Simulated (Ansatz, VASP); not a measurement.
**One calculation of Sc, two programs**

```xyz
2
Lattice="0.0000 3.1644 3.1644 3.1644 0.0000 3.1644 3.1644 3.1644 0.0000" Properties=species:S:1:pos:R:3 pbc="T T T"
Sc    0.0000    0.0000    0.0000
Sc    1.5822    1.5822    1.5822
```

Change from the starting cell: volume scaled by 0.9405, PAW files.

Alike in both runs: task electric field gradients; functional PBE; k mesh 10 × 10 × 10; occupations fermi-dirac, width 0.03 eV; no spin polarisation.

|  | VASP | Ansatz |
| --- | --- | --- |
| version | VASP 6.6.1 | Ansatz 0.2.0 |
| potentials or method | VASP PAW PBE potentials, release 64 (Sc_sv) | PAW with Ansatz's default frozen-core files, scalar-relativistic |
| plane-wave cutoff (eV) | 520 | 420 |
| valence electrons in the cell | 22 | 22 |

```tsv
	VASP	Ansatz	Ansatz less VASP
pressure (GPa)	1.1	1.0	-0.03
```

With one functional, cell and mesh, what is left measures potentials, basis and numerics.
